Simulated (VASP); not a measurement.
Write the native input for VASP 6.6.1 that does the following.

| Item | Value |
| --- | --- |
| Task | single point |
| Functional | PBE |
| Potentials or basis | VASP PAW PBE potentials, release 64 (B, As) |
| Cutoff | 520 eV |
| k mesh | 10 × 10 × 10 |
| Occupations | gaussian, width 0.02 eV |
| Spin | no spin polarisation |
| Dipole correction | no |
| Further INCAR settings | ALGO = Normal; EDIFF = 1e-06; NBANDS = 11 |

The structure of BAs lies in POSCAR:

```
BAs
1.0
    0.0000000000      2.3041086977      2.3041086977
    2.3041086977      0.0000000000      2.3041086977
    2.3041086977      2.3041086977      0.0000000000
B As
1 1
Direct
    0.0000000000      0.0000000000      0.0000000000
    0.2500000000      0.2500000000      0.2500000000
```

This cell differs from its parent crystal: volume scaled by 0.88.

The input as run:

INCAR

```
SYSTEM = BAs
PREC = Accurate ; ENCUT = 520
EDIFF = 1E-6 ; ISMEAR = 0
SIGMA = 0.02 ; LREAL = .False.
LASPH = .True. ; NELM = 80
ALGO = Normal ; ISIF = 2
LWAVE = .False. ; LCHARG = .True.
GGA = PE ; LELF = .True.
LVHAR = .True. ; NBANDS = 11
```

KPOINTS

```
regular mesh
0
Gamma
  10 10 10
  0 0 0
```

Potentials or basis: VASP PAW PBE potentials, release 64 (B, As).

Command:

```console
$ cat potpaw_PBE.64/B/POTCAR potpaw_PBE.64/As/POTCAR > POTCAR
$ mpirun -np 1 vasp_std > vasp.out
```

It gave:

The pressure is 23.0 GPa and the band gap on the k mesh is 1.06 eV, indirect (least direct gap 3.42 eV).

It took 5.9 s on 1 thread of Intel(R) Xeon(R) Platinum 8488C (Sapphire Rapids), with other jobs on the host, peak memory 0.14 GiB.
